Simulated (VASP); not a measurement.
# TiO2 (R-3m) in VASP: notebook

TiO2 is run at these levels: r2SCAN, LDA, PBEsol; tasks: single point.

Everything below comes from runs of VASP 6.6.1. Logs are shortened: lines on timing, memory, paths and dates and some standing lists are left out, and cuts for length are marked.

## 1. The cell of the first run

It takes space group R-3m (No. 166, trigonal). Conventional cell: a = 2.995 Å, b = 2.995 Å, c = 20.945 Å, α = 90.00°, β = 90.00°, γ = 120.00°. Ti (site symmetry -3m) has 6 O at 1.98 Å within 2.6 Å. O (site symmetry 3m) has 3 Ti at 1.98 Å and 3 O at 2.60 Å within 2.6 Å.

## 2. Single point, r2SCAN

File POSCAR:

```
TiO2
1.0
    1.4973312015      0.8644845722      6.9815443949
   -1.4973312015      0.8644845722      6.9815443949
    0.0000000000     -1.7289691445      6.9815443949
Ti O
1 2
Direct
    0.0000000000      0.0000000000      0.0000000000
    0.3795330000      0.3795330000      0.3795330000
    0.6204670000      0.6204670000      0.6204670000
```

File INCAR.step1:

```
PREC = Accurate ; ENCUT = 520
ISMEAR = -1 ; SIGMA = 0.05
LREAL = F ; LASPH = T
NELM = 60 ; NBANDS = 19
GGA = PE ; ALGO = Normal
EDIFF = 1E-4 ; LWAVE = T
LCHARG = F
```

File INCAR.step2:

```
PREC = Accurate ; ENCUT = 520
EDIFF = 1E-6 ; ISMEAR = -1
SIGMA = 0.05 ; LREAL = F
LASPH = T ; NELM = 60
ALGO = Normal ; ISIF = 2
LWAVE = F ; LCHARG = F
METAGGA = R2SCAN ; LMIXTAU = T
NBANDS = 19 ; ISTART = 1
```

File KPOINTS:

```
Automatic mesh
0
Gamma
  6 6 6
```

Potentials or basis: VASP PAW PBE potentials, release 64 (Ti_sv, O).

Run with:

```bash
> cat potpaw_PBE.64/Ti_sv/POTCAR potpaw_PBE.64/O/POTCAR > POTCAR
> cp INCAR.step1 INCAR
> mpirun -np 1 vasp_std > vasp.out
> cp INCAR.step2 INCAR
> mpirun -np 1 vasp_std > vasp.out
```

OUTCAR:

```text
PREC = Accurate
   ENCUT = 520
   EDIFF = 1E-6
   ISMEAR = -1
   LREAL = F
   LASPH = T
   NELM = 60
   ISIF = 2
   METAGGA = R2SCAN
   ISTART = 1

 ion  position               nearest neighbor table
   1  0.000  0.000  0.000-   3 1.98   2 1.98   3 1.98   3 1.98   2 1.98   2 1.98
   2  0.380  0.380  0.380-   1 1.98   1 1.98   1 1.98
   3  0.620  0.620  0.620-   1 1.98   1 1.98   1 1.98

  LATTYP: Found a trigonal (rhomboedric) cell.
 ALAT       =     7.1924471802
 COS(alpha) =     0.9133213014

  Lattice vectors:

 A1 = (   1.4973312015,   0.8644845722,   6.9815443949)
 A2 = (  -1.4973312015,   0.8644845722,   6.9815443949)
 A3 = (   0.0000000000,  -1.7289691445,   6.9815443949)

Analysis of symmetry for initial positions (statically):
=====================================================================
 Subroutine PRICEL returns:
 Original cell was already a primitive cell.

 Routine SETGRP: Setting up the symmetry group for a
 trigonal (rhombohedral) supercell.

 Subroutine GETGRP returns: Found 12 space group operations
 (whereof 12 operations were pure point group operations)
 out of a pool of 12 trial point group operations.

The static configuration has the point symmetry D_3d.

Analysis of symmetry for dynamics (positions and initial velocities):
=====================================================================
 Subroutine PRICEL returns:
 Original cell was already a primitive cell.

 Routine SETGRP: Setting up the symmetry group for a
 trigonal (rhombohedral) supercell.

 Subroutine GETGRP returns: Found 12 space group operations
 (whereof 12 operations were pure point group operations)
 out of a pool of 12 trial point group operations.

The dynamic configuration has the point symmetry D_3d.

 Subroutine INISYM returns: Found 12 space group operations
 (whereof 12 operations are pure point group operations),
 and found     1 'primitive' translations

----------------------------------------------------------------------------------------

                                     Primitive cell

  volume of cell :      54.2223

  direct lattice vectors                    reciprocal lattice vectors
     1.497331201  0.864484572  6.981544395     0.333927457  0.192793107  0.047744928
    -1.497331201  0.864484572  6.981544395    -0.333927457  0.192793107  0.047744928
     0.000000000 -1.728969144  6.981544395     0.000000000 -0.385586214  0.047744928

  length of vectors
     7.192447180  7.192447180  7.192447180     0.388530960  0.388530960  0.388530960

  position of ions in fractional coordinates (direct lattice)
     0.000000000  0.000000000  0.000000000
     0.379533000  0.379533000  0.379533000
     0.620467000  0.620467000  0.620467000

  ion indices of the primitive-cell ions
   primitive index   ion index
                 1           1
                 2           2
                 3           3

----------------------------------------------------------------------------------------

 KPOINTS: Automatic mesh

Automatic generation of k-mesh.
 Grid dimensions read from file:
 generate k-points for:    6    6    6

 Generating k-lattice:

  Cartesian coordinates                     Fractional coordinates (reciprocal lattice)
     0.055654576  0.032132185  0.007957488     0.166666667 -0.000000000  0.000000000
    -0.055654576  0.032132185  0.007957488    -0.000000000  0.166666667  0.000000000
     0.000000000 -0.064264369  0.007957488     0.000000000  0.000000000  0.166666667

  Length of vectors
     0.064755160  0.064755160  0.064755160

  Shift w.r.t. Gamma in fractional coordinates (k-lattice)
     0.000000000  0.000000000  0.000000000

 Subroutine IBZKPT returns following result:
 ===========================================

 Found     32 irreducible k-points:

 Following reciprocal coordinates:
            Coordinates               Weight
  0.000000  0.000000  0.000000      1.000000
  0.166667 -0.000000 -0.000000      6.000000
  0.333333  0.000000  0.000000      6.000000
  0.500000  0.000000  0.000000      3.000000
  0.166667  0.166667 -0.000000      6.000000
  0.333333  0.166667  0.000000     12.000000
[... 16 lines left out ...]
  0.500000  0.500000  0.166667      6.000000
 -0.333333  0.500000  0.166667     12.000000
 [... further k-points ...]
   k-points           NKPTS =     32   k-points in BZ     NKDIM =     32   number of bands    NBANDS=     19
   number of dos      NEDOS =    301   number of ions     NIONS =      3
   total plane-waves  NPLWV = 157464
   dimension x,y,z NGX =    54 NGY =   54 NGZ =   54
   dimension x,y,z NGXF=   108 NGYF=  108 NGZF=  108
   ions per type =               1   2
   NGX,Y,Z   is equivalent  to a cutoff of  12.48, 12.48, 12.48 a.u.
   NGXF,Y,Z  is equivalent  to a cutoff of  24.96, 24.96, 24.96 a.u.
 SYSTEM =  unknown system
   PREC   = accura    normal or accurate (medium, high low for compatibility)
   ISTART =      1    job   : 0-new  1-cont  2-samecut
   ICHARG =      0    charge: 1-file 2-atom 10-const
   ISPIN  =      1    spin polarized calculation?
   LNONCOLLINEAR =      F non collinear calculations
   LSORBIT =      F    spin-orbit coupling
   LASPH  =      T    aspherical Exc in radial PAW
   ENCUT  =  520.0 eV  38.22 Ry    6.18 a.u.  13.37 13.37 13.37*2*pi/ulx,y,z
   NELM   =     60;   NELMIN=  2; NELMDL=  0     # of ELM steps
   EDIFF  = 0.1E-05   stopping-criterion for ELM
   LREAL  =      F    real-space projection
   EDIFFG = 0.1E-04   stopping-criterion for IOM
   NSW    =      0    number of steps for IOM
   IBRION =     -1    ionic relax: 0-MD 1-quasi-New 2-CG
   NFREE  =      0    steps in history (QN), initial steepest desc. (CG)
   ISIF   =      2    stress and relaxation
   ISYM   =      2    0-nonsym 1-usesym 2-fastsym
   POTIM  = 0.5000    time-step for ionic-motion
   TEBEG  =    0.0;   TEEND  =   0.0 temperature during run
   PSTRESS=    0.0 pullay stress
   NELECT =      24.0000    total number of electrons
   NUPDOWN=      -1.0000    fix difference up-down
   EMIN   =  10.00;   EMAX   =-10.00  energy-range for DOS
   EFERMI =   0.00;   METHOD = LEGACY
   ISMEAR =    -1;   SIGMA  =   0.05  broadening in eV -4-tet -1-fermi 0-gaus
   EFERMI_NEDOS =   21; number of points for ismear=-14 and -15
   IALGO  =     38    algorithm
   IMIX   =      4    mixing-type and parameters
     AMIX     =   0.40;   BMIX     =  1.00
     AMIX_MAG =   1.60;   BMIX_MAG =  1.00
  volume/ion in A,a.u.               =      18.07       121.97
  Fermi-wavevector in a.u.,A,eV,Ry     =   1.247630  2.357680 21.178579  1.556582
  Thomas-Fermi vector in A             =   2.381754
   LORBIT       =      0    0 simple, 1 ext, 2 COOP (PROOUT), +10 PAW based schemes
   METAGGA = R2SCAN    functional components
   LHFCALC =     F    Hartree Fock is set to
   AEXX    =    0.0000 exact exchange contribution
   IVDW    =     0    specifies the selected vdW correction
   LEPSILON=     F    determine dielectric tensor
   LRPA    =     F    only Hartree local field effects (RPA)
 non-spin polarized calculation
  energy-cutoff  :      520.00
  volume of cell :       54.22
 maximum number of plane-waves:      1507
 NGX is ok and might be reduce to    54
   NGX = 27   NGY = 27   NGZ = 27

 number of electron      24.0000006 magnetization

 Free energy of the ion-electron system (eV)
  ---------------------------------------------------
  ext. energy  EPLUGINS =         0.00000000
  ---------------------------------------------------
  free energy    TOTEN  =       -34.37125140 eV

  energy without entropy =      -34.37125140  energy(sigma->0) =      -34.37125140

 E-fermi :  -0.3636     XC(G=0):  -7.9020

 val. band max:       -1.4881150316   @ k =  -0.1667   0.1667   0.0000
 cond. band min:       1.6069783419   @ k =   0.1667   0.1667   0.1667
 fundamental gap:      3.0950933736
 Fermi energy:        -0.3635923765

 k-point     1 :       0.0000    0.0000    0.0000
  band No.  band energies     occupation
      1     -60.0589      2.00000
      2     -35.2648      2.00000
      3     -34.9967      2.00000
      4     -34.9967      2.00000
      5     -19.8690      2.00000
      6     -18.1403      2.00000
[... 11 lines left out ...]
     18       6.4265      0.00000
     19       9.7379      0.00000

 k-point     2 :       0.1667   -0.0000   -0.0000
  band No.  band energies     occupation
      1     -60.0415      2.00000
      2     -35.2325      2.00000
      3     -35.1459      2.00000
      4     -35.0243      2.00000
      5     -19.5397      2.00000
      6     -18.3124      2.00000
[... 11 lines left out ...]
     18       7.2305      0.00000
     19      10.5737      0.00000

 k-point     3 :       0.3333    0.0000    0.0000
  band No.  band energies     occupation
      1     -60.0066      2.00000
      2     -35.4385      2.00000
      3     -35.1615      2.00000
      4     -35.0791      2.00000
      5     -19.0113      2.00000
      6     -18.4921      2.00000
[... 11 lines left out ...]
     18       9.0741      0.00000
     19      11.9991      0.00000

 k-point     4 :       0.5000    0.0000    0.0000
  band No.  band energies     occupation
      1     -59.9890      2.00000
      2     -35.5779      2.00000
      3     -35.1272      2.00000
      4     -35.1064      2.00000
      5     -19.0270      2.00000
      6     -18.2793      2.00000
[... 11 lines left out ...]
     18      11.2978      0.00000
     19      11.6939      0.00000

 k-point     5 :       0.1667    0.1667   -0.0000
  band No.  band energies     occupation
      1     -60.0416      2.00000
      2     -35.2325      2.00000
      3     -35.1459      2.00000
      4     -35.0243      2.00000
      5     -19.5396      2.00000
      6     -18.3125      2.00000
[... 11 lines left out ...]
     18       7.3315      0.00000
     19      10.2641      0.00000
[... 334 lines left out ...]
      2     -35.4996      2.00000
      3     -35.1906      2.00000
      4     -35.1268      2.00000
      5     -18.8452      2.00000
      6     -18.4655      2.00000
[... 11 lines left out ...]
     18      10.7078      0.00000
     19      12.7295      0.00000

 k-point    22 :      -0.1667    0.3333    0.1667
  band No.  band energies     occupation
      1     -59.9891      2.00000
      2     -35.4996      2.00000
      3     -35.1906      2.00000
      4     -35.1268      2.00000
      5     -18.8453      2.00000
      6     -18.4653      2.00000
[... 11 lines left out ...]
     18      10.9069      0.00000
     19      12.6002      0.00000

 k-point    23 :       0.5000    0.5000    0.1667
  band No.  band energies     occupation
      1     -60.0066      2.00000
      2     -35.4385      2.00000
      3     -35.1615      2.00000
      4     -35.0791      2.00000
      5     -19.0113      2.00000
      6     -18.4920      2.00000
[... 11 lines left out ...]
     18       9.3988      0.00000
     19      11.0301      0.00000

 k-point    24 :      -0.3333    0.5000    0.1667
  band No.  band energies     occupation
      1     -59.9891      2.00000
      2     -35.4996      2.00000
      3     -35.1906      2.00000
      4     -35.1268      2.00000
      5     -18.8454      2.00000
      6     -18.4653      2.00000
[... 11 lines left out ...]
     18      10.7590      0.00000
     19      12.5958      0.00000

 [... further k-points ...]
[... 5 lines left out ...]
  --------------------------------------------------------------------------------------
  -------------------------------------------------------------------------------------
  Total       -0.9466283     -0.9466283     -0.7598438      0.0000000      0.0000000      0.0000000
  in kB      -27.9712699    -27.9712699    -22.4521039      0.0000000      0.0000000      0.0000000
  external PRESSURE =     -26.1315479 kB  Pullay stress =       0.0000000 kB

 VOLUME and BASIS-vectors are now :
 -----------------------------------------------------------------------------
  energy-cutoff  :      520.00
  volume of cell :       54.22
      direct lattice vectors                 reciprocal lattice vectors
     1.497331201  0.864484572  6.981544395     0.333927457  0.192793107  0.047744928
    -1.497331201  0.864484572  6.981544395    -0.333927457  0.192793107  0.047744928
     0.000000000 -1.728969144  6.981544395     0.000000000 -0.385586214  0.047744928

 POSITION                                       TOTAL-FORCE (eV/Angst)
 -----------------------------------------------------------------------------------
      0.00000      0.00000      0.00000         0.000000      0.000000     -0.000000
      0.00000     -0.00000      7.94918         0.000000      0.000000     -0.357324
      0.00000     -0.00000     12.99545         0.000000     -0.000000      0.357324
 -----------------------------------------------------------------------------------
    total drift:                               -0.000000     -0.000000     -0.000000

  FREE ENERGIE OF THE ION-ELECTRON SYSTEM (eV)
  ---------------------------------------------------
  free  energy   TOTEN  =       -34.3712513952 eV

  energy  without entropy=      -34.3712513952  energy(sigma->0) =      -34.37125140
```

It took 14 min on 1 thread of AMD EPYC 7R13 (Zen 3), shared host; peak memory 0.41 GiB.

What came out:

| Property | Result |
| --- | --- |
| Free energy | -34.3713 eV |
| Pressure | -2.6 GPa |
| Largest force | 0.357 eV/Å |
| Band gap on the k mesh | 3.10 eV, indirect (least direct gap 3.30 eV) |

Forces in eV/Å, atoms in the order of the input:
```
Ti   0.000  0.000  0.000
O    0.000  0.000 -0.357
O    0.000  0.000  0.357
```

Levels at points of the mesh, in eV from the valence-band top:
```tsv
k point	band 10	band 11	band 12	band 13	band 14	band 15
(0.00, 0.00, 0.00)	-0.60	-0.20	-0.20	3.10	3.10	4.81
(0.50, 0.00, 0.00)	-1.68	-1.25	-0.65	3.33	4.14	4.21
(0.50, 0.50, 0.00)	-1.68	-1.25	-0.65	3.33	4.14	4.21
(0.50, 0.50, 0.50)	-0.65	-0.20	-0.20	3.10	3.10	4.82
```

Caveat: the PAW data sets were made with another functional, which shifts forces and pressure a little. r2SCAN opens gaps a little over a GGA but as a rule still falls short of measured ones.

## 3. Single point, LDA

File INCAR:

```
SYSTEM = TiO2
ALGO = Normal
EDIFF = 1E-7
ENCUT = 520
GGA = CA
ISIF = 2
ISMEAR = 0
LASPH = .TRUE.
LCHARG = .TRUE.
LELF = .TRUE.
LREAL = .FALSE.
LVHAR = .TRUE.
LWAVE = .FALSE.
NBANDS = 19
NELM = 60
PREC = Accurate
SIGMA = 0.01
```

File KPOINTS:

```
k-points
0
G
  10 10 10
  0 0 0
```

POSCAR is that of step 2.

Potentials or basis: VASP PAW LDA potentials, release 64 (Ti_sv, O).

Run with:

```bash
> cat potpaw_LDA.64/Ti_sv/POTCAR potpaw_LDA.64/O/POTCAR > POTCAR
> mpirun -np 1 vasp_std > vasp.out
```

Wall time 6.4 min (1 thread of Intel Xeon 6975P-C (Granite Rapids), shared host); peak memory 0.38 GiB.

The run converged. Its results:

| Item | Value |
| --- | --- |
| Free energy | -28.7779 eV |
| Pressure | -6.9 GPa |
| Largest force | 0.750 eV/Å |
| Band gap on the k mesh | 2.60 eV, indirect (least direct gap 2.77 eV) |

Forces in eV/Å, atoms in the order of the input:
```
Ti   0.000  0.000  0.000
O    0.000  0.000 -0.750
O    0.000  0.000  0.750
```

Stress tensor (GPa, compression positive):
```
-8.13  0.00  0.00
 0.00 -8.13  0.00
 0.00  0.00 -4.46
```

Levels at points of the mesh, in eV from the valence-band top:
```
           k point  band 8  band 9  band 10  band 11  band 12  band 13  band 14  band 15  band 16  band 17
(0.00, 0.00, 0.00)   -3.62   -3.62    -0.64    -0.18    -0.18     2.59     2.59     4.31     6.83     6.83
(0.50, 0.00, 0.00)   -2.78   -2.56    -1.68    -1.21    -0.65     2.85     3.64     3.72     6.29     6.73
(0.50, 0.50, 0.00)   -2.78   -2.56    -1.69    -1.21    -0.64     2.85     3.64     3.72     6.28     6.73
(0.50, 0.50, 0.50)   -3.62   -3.62    -0.70    -0.18    -0.18     2.59     2.59     4.32     6.83     6.83
```

## 4. Single point, PBEsol

File INCAR:

```
ALGO = Normal
EDIFF = 1E-6
ENCUT = 520
GGA = PS
ISIF = 2
ISMEAR = 0
LASPH = True
LCHARG = False
LREAL = False
LWAVE = False
NBANDS = 19
NELM = 80
PREC = Accurate
SIGMA = 0.01
```

File KPOINTS:

```
k-points
0
Gamma
  10 10 10
```

POSCAR is that of step 3.

Potentials or basis: VASP PAW PBE potentials, release 64 (Ti_sv, O).

Run with:

```bash
> cat potpaw_PBE.64/Ti_sv/POTCAR potpaw_PBE.64/O/POTCAR > POTCAR
> mpirun -np 1 vasp_std > vasp.out
```

Wall time 5.1 min (1 thread of Intel Xeon 6975P-C (Granite Rapids), shared host); peak memory 0.45 GiB.

The run converged. Its results:

| Item | Value |
| --- | --- |
| Free energy | -27.6312 eV |
| Pressure | -3.9 GPa |
| Largest force | 0.385 eV/Å |
| Band gap on the k mesh | 2.64 eV, indirect (least direct gap 2.83 eV) |

Forces in eV/Å, atoms in the order of the input:
```
Ti   0.000  0.000  0.000
O    0.000  0.000 -0.385
O    0.000  0.000  0.385
```

Stress tensor (GPa, compression positive):
```
-4.63  0.00  0.00
 0.00 -4.63  0.00
 0.00  0.00 -2.34
```

Levels at points of the mesh, in eV from the valence-band top:
```csv
k point,band 10,band 11,band 12,band 13,band 14,band 15
"(0.00, 0.00, 0.00)",-0.62,-0.18,-0.18,2.64,2.64,4.35
"(0.50, 0.00, 0.00)",-1.68,-1.22,-0.65,2.90,3.69,3.76
"(0.50, 0.50, 0.00)",-1.69,-1.22,-0.64,2.90,3.69,3.76
"(0.50, 0.50, 0.50)",-0.68,-0.18,-0.18,2.64,2.64,4.37
```

Caveat: the PAW data sets were made with another functional, which shifts forces and pressure a little.

## 5. Single point, LDA

File INCAR:

```
  PREC = Accurate
  ENCUT = 520
  EDIFF = 1E-6
  ISMEAR = -1
  SIGMA = 0.05
  LREAL = False
  LASPH = True
  NELM = 100
  ALGO = Normal
  ISIF = 2
  LWAVE = False
  LCHARG = False
  NBANDS = 19
```

File KPOINTS:

```
regular mesh
0
Gamma
  10 10 10
```

POSCAR is that of step 4.

Potentials or basis: VASP PAW LDA potentials, release 64 (Ti_sv, O).

Run with:

```bash
> cat potpaw_LDA.64/Ti_sv/POTCAR potpaw_LDA.64/O/POTCAR > POTCAR
> mpirun -np 1 vasp_std > vasp.out
```

It took 18 min on 1 thread of Intel Xeon Platinum 8488C (Sapphire Rapids), shared host; peak memory 0.37 GiB.

Results (log left out):

```
Free energy            : -28.7779 eV
Pressure               : -6.9 GPa
Largest force          : 0.750 eV/Å
Band gap on the k mesh : 2.60 eV, indirect (least direct gap 2.77 eV)
```

Forces on the atoms (eV/Å):
```
Ti   0.000  0.000  0.000
O    0.000  0.000 -0.750
O    0.000  0.000  0.750
```

Stress tensor (GPa, compression positive):
```
-8.13  0.00  0.00
 0.00 -8.13  0.00
 0.00  0.00 -4.47
```

Levels at points of the mesh, in eV from the valence-band top:
```csv
k point,band 9,band 10,band 11,band 12,band 13,band 14,band 15,band 16
"(0.00, 0.00, 0.00)",-3.62,-0.64,-0.18,-0.18,2.60,2.60,4.31,6.83
"(0.50, 0.00, 0.00)",-2.56,-1.68,-1.21,-0.65,2.85,3.64,3.72,6.29
"(0.50, 0.50, 0.00)",-2.56,-1.69,-1.21,-0.64,2.85,3.64,3.72,6.28
"(0.50, 0.50, 0.50)",-3.62,-0.70,-0.18,-0.18,2.60,2.60,4.32,6.83
```

A k mesh can miss the band edges.

## 6. Overview

| level | potentials or basis | k mesh | smearing | gap on the mesh (eV) | pressure (GPa) | largest force (eV/Å) |
| --- | --- | --- | --- | --- | --- | --- |
| r2SCAN | VASP PAW PBE potentials, release 64 (Ti_sv, O) | 6 × 6 × 6 | fermi-dirac 0.05 eV | 3.10 | -2.6 | 0.36 |
| LDA | VASP PAW LDA potentials, release 64 (Ti_sv, O) | 10 × 10 × 10 | gaussian 0.01 eV | 2.60 | -6.9 | 0.75 |
| PBEsol | VASP PAW PBE potentials, release 64 (Ti_sv, O) | 10 × 10 × 10 | gaussian 0.01 eV | 2.64 | -3.9 | 0.38 |
| LDA | VASP PAW LDA potentials, release 64 (Ti_sv, O) | 10 × 10 × 10 | fermi-dirac 0.05 eV | 2.60 | -6.9 | 0.75 |

Alike in all rows: task single point; no spin polarisation; cell as given; cutoff (eV) 520.

Caveats: the PAW data sets were made with another functional, which shifts forces and pressure a little (some runs).

Absolute energies hang on the potentials; compare differences alone.
